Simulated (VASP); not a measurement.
# Be (P6_3/mmc) in VASP: a series of runs

The runs below take Be through single point, with PBEsol.

Program: VASP 6.6.1. These are calculated values, not measurements. Logs are shortened: lines on timing, memory, paths and dates and some standing lists are left out, and cuts for length are marked.

## 1. The cell of the first run

It takes space group P6_3/mmc (No. 194, hexagonal). Conventional cell: a = 2.257 Å, b = 2.257 Å, c = 3.553 Å, α = 90.00°, β = 90.00°, γ = 120.00°. Within 2.9 Å of Be (site symmetry -6m2) lie 12 Be at 2.20 to 2.26 Å.

## 2. Single point, PBEsol

INCAR

```
PREC = Accurate
ENCUT = 520
EDIFF = 1E-6
ISMEAR = 0
SIGMA = 0.1
LREAL = False
LASPH = True
NELM = 100
ALGO = Normal
ISIF = 2
LWAVE = False
LCHARG = True
GGA = PS
LELF = True
LVHAR = True
NBANDS = 9
```

KPOINTS

```
Automatic mesh
0
Gamma
  24 24 12
```

POSCAR

```
Be
1.0
    2.2571841371      0.0000000000      0.0000000000
   -1.1285920685      1.9547788037      0.0000000000
    0.0000000000      0.0000000000      3.5531657669
Be
2
Direct
    0.3333333333      0.6666666667      0.2500000000
    0.6666666667      0.3333333333      0.7500000000
```

Potentials or basis: VASP PAW PBE potentials, release 64 (Be).

Started as:

```
$ cat potpaw_PBE.64/Be/POTCAR > POTCAR
$ mpirun -np 1 vasp_std > vasp.out
```

OUTCAR:

```text
PREC = Accurate
   ENCUT = 520
   EDIFF = 1E-6
   ISMEAR = 0
   LREAL = False
   LASPH = True
   NELM = 100
   ISIF = 2
   GGA = PS

 ion  position               nearest neighbor table
   1  0.333  0.667  0.250-   2 2.20   2 2.20   2 2.20   2 2.20   2 2.20   2 2.20
   2  0.667  0.333  0.750-   1 2.20   1 2.20   1 2.20   1 2.20   1 2.20   1 2.20

  LATTYP: Found a hexagonal cell.
 ALAT       =     2.2571841371
 C/A-ratio  =     1.5741585759

  Lattice vectors:

 A1 = (   2.2571841371,   0.0000000000,   0.0000000000)
 A2 = (  -1.1285920685,   1.9547788037,   0.0000000000)
 A3 = (   0.0000000000,   0.0000000000,   3.5531657669)

Analysis of symmetry for initial positions (statically):
=====================================================================
 Subroutine PRICEL returns:
 Original cell was already a primitive cell.

 Routine SETGRP: Setting up the symmetry group for a
 hexagonal supercell.

 Subroutine GETGRP returns: Found 24 space group operations
 (whereof 12 operations were pure point group operations)
 out of a pool of 24 trial point group operations.

The static configuration has the point symmetry D_3d.
 The point group associated with its full space group is D_6h.

Analysis of symmetry for dynamics (positions and initial velocities):
=====================================================================
 Subroutine PRICEL returns:
 Original cell was already a primitive cell.

 Routine SETGRP: Setting up the symmetry group for a
 hexagonal supercell.

 Subroutine GETGRP returns: Found 24 space group operations
 (whereof 12 operations were pure point group operations)
 out of a pool of 24 trial point group operations.

The dynamic configuration has the point symmetry D_3d.
 The point group associated with its full space group is D_6h.

 Subroutine INISYM returns: Found 24 space group operations
 (whereof 12 operations are pure point group operations),
 and found     1 'primitive' translations

----------------------------------------------------------------------------------------

                                     Primitive cell

  volume of cell :      15.6776

  direct lattice vectors                    reciprocal lattice vectors
     2.257184137  0.000000000  0.000000000     0.443029872  0.255783416  0.000000000
    -1.128592068  1.954778804  0.000000000     0.000000000  0.511566832  0.000000000
     0.000000000  0.000000000  3.553165767     0.000000000  0.000000000  0.281439163

  length of vectors
     2.257184137  2.257184137  3.553165767     0.511566832  0.511566832  0.281439163

  position of ions in fractional coordinates (direct lattice)
     0.333333333  0.666666667  0.250000000
     0.666666667  0.333333333  0.750000000

  ion indices of the primitive-cell ions
   primitive index   ion index
                 1           1
                 2           2

----------------------------------------------------------------------------------------

 KPOINTS: Automatic mesh

Automatic generation of k-mesh.
 Grid dimensions read from file:
 generate k-points for:   24   24   12

 Generating k-lattice:

  Cartesian coordinates                     Fractional coordinates (reciprocal lattice)
     0.018459578  0.010657642  0.000000000     0.041666667  0.000000000  0.000000000
     0.000000000  0.021315285  0.000000000     0.000000000  0.041666667  0.000000000
     0.000000000  0.000000000  0.023453264     0.000000000  0.000000000  0.083333333

  Length of vectors
     0.021315285  0.021315285  0.023453264

  Shift w.r.t. Gamma in fractional coordinates (k-lattice)
     0.000000000  0.000000000  0.000000000

 Subroutine IBZKPT returns following result:
 ===========================================

 Found    427 irreducible k-points:

 Following reciprocal coordinates:
            Coordinates               Weight
  0.000000  0.000000  0.000000      1.000000
  0.041667 -0.000000  0.000000      6.000000
  0.083333 -0.000000  0.000000      6.000000
  0.125000  0.000000  0.000000      6.000000
  0.166667  0.000000  0.000000      6.000000
  0.208333  0.000000  0.000000      6.000000
[... 16 lines left out ...]
  0.416667  0.041667  0.000000     12.000000
  0.458333  0.041667  0.000000     12.000000
 [... further k-points ...]
   k-points           NKPTS =    427   k-points in BZ     NKDIM =    427   number of bands    NBANDS=      9
   number of dos      NEDOS =    301   number of ions     NIONS =      2
   total plane-waves  NPLWV =   9072
   dimension x,y,z NGX =    18 NGY =   18 NGZ =   28
   dimension x,y,z NGXF=    36 NGYF=   36 NGZF=   56
   ions per type =               2
   NGX,Y,Z   is equivalent  to a cutoff of  13.26, 13.26, 13.10 a.u.
   NGXF,Y,Z  is equivalent  to a cutoff of  26.51, 26.51, 26.20 a.u.
 SYSTEM =  unknown system
   PREC   = accura    normal or accurate (medium, high low for compatibility)
   ISTART =      0    job   : 0-new  1-cont  2-samecut
   ICHARG =      2    charge: 1-file 2-atom 10-const
   ISPIN  =      1    spin polarized calculation?
   LNONCOLLINEAR =      F non collinear calculations
   LSORBIT =      F    spin-orbit coupling
   LASPH  =      T    aspherical Exc in radial PAW
   ENCUT  =  520.0 eV  38.22 Ry    6.18 a.u.   4.20  4.20  6.61*2*pi/ulx,y,z
   NELM   =    100;   NELMIN=  2; NELMDL= -5     # of ELM steps
   EDIFF  = 0.1E-05   stopping-criterion for ELM
   LREAL  =      F    real-space projection
   EDIFFG = 0.1E-04   stopping-criterion for IOM
   NSW    =      0    number of steps for IOM
   IBRION =     -1    ionic relax: 0-MD 1-quasi-New 2-CG
   NFREE  =      0    steps in history (QN), initial steepest desc. (CG)
   ISIF   =      2    stress and relaxation
   ISYM   =      2    0-nonsym 1-usesym 2-fastsym
   POTIM  = 0.5000    time-step for ionic-motion
   TEBEG  =    0.0;   TEEND  =   0.0 temperature during run
   PSTRESS=    0.0 pullay stress
   NELECT =       4.0000    total number of electrons
   NUPDOWN=      -1.0000    fix difference up-down
   EMIN   =  10.00;   EMAX   =-10.00  energy-range for DOS
   EFERMI =   0.00;   METHOD = LEGACY
   ISMEAR =     0;   SIGMA  =   0.10  broadening in eV -4-tet -1-fermi 0-gaus
   EFERMI_NEDOS =   21; number of points for ismear=-14 and -15
   IALGO  =     38    algorithm
   IMIX   =      4    mixing-type and parameters
     AMIX     =   0.40;   BMIX     =  1.00
     AMIX_MAG =   1.60;   BMIX_MAG =  1.00
  volume/ion in A,a.u.               =       7.84        52.90
  Fermi-wavevector in a.u.,A,eV,Ry     =   1.038329  1.962156 14.668798  1.078126
  Thomas-Fermi vector in A             =   2.172808
   LORBIT       =      0    0 simple, 1 ext, 2 COOP (PROOUT), +10 PAW based schemes
   GGA     = PS    functional components
   LHFCALC =     F    Hartree Fock is set to
   AEXX    =    0.0000 exact exchange contribution
   IVDW    =     0    specifies the selected vdW correction
   LEPSILON=     F    determine dielectric tensor
   LRPA    =     F    only Hartree local field effects (RPA)
 non-spin polarized calculation
 Gauss-broadening in eV      SIGMA  =   0.10
  energy-cutoff  :      520.00
  volume of cell :       15.68
 maximum number of plane-waves:       446
 NGX is ok and might be reduce to    18
   NGX =  9   NGY =  9   NGZ = 13

 number of electron       4.0000000 magnetization

 Free energy of the ion-electron system (eV)
  ---------------------------------------------------
  ext. energy  EPLUGINS =         0.00000000
  ---------------------------------------------------
  free energy    TOTEN  =        -7.99484926 eV

  energy without entropy =       -7.99378582  energy(sigma->0) =       -7.99431754

 E-fermi :   7.0384     XC(G=0): -10.6361

 val. band max:        7.0321023655   @ k =   0.2917   0.2917   0.0000
 cond. band min:       7.0850618937   @ k =   0.2500   0.2083   0.0833
 fundamental gap:      0.0529595282
 Fermi energy:         7.0384193923

 k-point     1 :       0.0000    0.0000    0.0000
  band No.  band energies     occupation
      1      -4.3050      2.00000
      2       2.5979      2.00000
      3       8.2461      0.00000
      4      23.1808      0.00000
      5      23.1808      0.00000
      6      26.0455      0.00000
      7      26.0455      0.00000
      8      28.1692      0.00000
      9      34.3236      0.00000

 k-point     2 :       0.0417   -0.0000    0.0000
  band No.  band energies     occupation
      1      -4.2551      2.00000
      2       2.6638      2.00000
      3       8.2603      0.00000
      4      22.7495      0.00000
      5      22.8415      0.00000
      6      26.0548      0.00000
      7      26.2395      0.00000
      8      28.0766      0.00000
      9      33.3505      0.00000

 k-point     3 :       0.0833   -0.0000    0.0000
  band No.  band energies     occupation
      1      -4.1053      2.00000
      2       2.8612      2.00000
      3       8.3011      0.00000
      4      21.6173      0.00000
      5      22.0773      0.00000
      6      26.0495      0.00000
      7      26.5458      0.00000
      8      27.7712      0.00000
      9      31.8269      0.00000

 k-point     4 :       0.1250    0.0000    0.0000
  band No.  band energies     occupation
      1      -3.8555      2.00000
      2       3.1899      2.00000
      3       8.3620      0.00000
      4      20.0858      0.00000
      5      21.1841      0.00000
      6      25.9738      0.00000
      7      26.6538      0.00000
      8      27.1743      0.00000
      9      30.1533      0.00000
[... 205 lines left out ...]
 k-point    22 :       0.3750    0.0417    0.0000
  band No.  band energies     occupation
      1       0.2008      2.00000
      2       6.1547      2.00000
      3       8.4451      0.00000
      4      13.2725      0.00000
      5      16.3506      0.00000
      6      16.6801      0.00000
      7      19.4026      0.00000
      8      24.3578      0.00000
      9      27.1944      0.00000

 k-point    23 :       0.4167    0.0417    0.0000
  band No.  band energies     occupation
      1       1.1162      2.00000
      2       5.0624      2.00000
      3       9.6078      0.00000
      4      13.5465      0.00000
      5      15.0655      0.00000
      6      15.8886      0.00000
      7      18.6298      0.00000
      8      24.1664      0.00000
      9      27.1969      0.00000

 k-point    24 :       0.4583    0.0417    0.0000
  band No.  band energies     occupation
      1       1.9168      2.00000
      2       4.1520      2.00000
      3      10.5953      0.00000
      4      13.8439      0.00000
      5      13.8488      0.00000
      6      15.5324      0.00000
      7      18.2254      0.00000
      8      24.0691      0.00000
      9      27.2005      0.00000

 [... further k-points ...]

------------------------ aborting loop because EDIFF is reached ----------------------------------------

  FORCE on cell =-STRESS in cart. coord.  units (eV):
  Direction    XX          YY          ZZ          XY          YZ          ZX
  --------------------------------------------------------------------------------------
  -------------------------------------------------------------------------------------
  Total        0.0352743      0.0352743      0.0371060      0.0000000     -0.0000000      0.0000000
  in kB        3.6048636      3.6048636      3.7920522      0.0000000     -0.0000000      0.0000000
  external PRESSURE =       3.6672598 kB  Pullay stress =       0.0000000 kB

 VOLUME and BASIS-vectors are now :
 -----------------------------------------------------------------------------
  energy-cutoff  :      520.00
  volume of cell :       15.68
      direct lattice vectors                 reciprocal lattice vectors
     2.257184137  0.000000000  0.000000000     0.443029872  0.255783416  0.000000000
    -1.128592068  1.954778804  0.000000000     0.000000000  0.511566832  0.000000000
     0.000000000  0.000000000  3.553165767     0.000000000  0.000000000  0.281439163

 POSITION                                       TOTAL-FORCE (eV/Angst)
 -----------------------------------------------------------------------------------
     -0.00000      1.30319      0.88829         0.000000      0.000000      0.000000
      1.12859      0.65159      2.66487        -0.000000     -0.000000      0.000000
 -----------------------------------------------------------------------------------
    total drift:                                0.000000     -0.000000      0.000000

  FREE ENERGIE OF THE ION-ELECTRON SYSTEM (eV)
  ---------------------------------------------------
  free  energy   TOTEN  =        -7.9948492591 eV

  energy  without entropy=       -7.9937858200  energy(sigma->0) =       -7.99431754
```

It took 17 s on 1 thread of Intel Xeon 6975P-C (Granite Rapids), shared host; peak memory 0.16 GiB.

What came out:

| Quantity | Value |
| --- | --- |
| Free energy | -7.9948 eV |
| Pressure | 0.4 GPa |
| Band gap on the k mesh | zero (bands 2 and 3 overlap by 2.09 eV) |

Levels at points of the mesh, in eV from the Fermi level:
| k point | band 1 | band 2 | band 3 | band 4 | band 5 | band 6 | band 7 |
| --- | --- | --- | --- | --- | --- | --- | --- |
| (0.00, 0.00, 0.00) | -11.34 | -4.44 | 1.21 | 16.14 | 16.14 | 19.01 | 19.01 |
| (0.50, 0.00, 0.00) | -5.01 | -3.09 | 3.69 | 6.56 | 6.86 | 9.50 | 10.25 |
| (0.00, 0.00, 0.50) | -9.18 | -9.18 | 10.84 | 10.84 | 17.81 | 17.81 | 17.81 |
| (0.50, 0.00, 0.50) | -3.62 | -3.62 | 1.65 | 1.65 | 12.13 | 12.13 | 15.56 |

Caveat: the PAW data sets were made with another functional, which shifts forces and pressure a little.

(Part 1 of 2 ends here.)
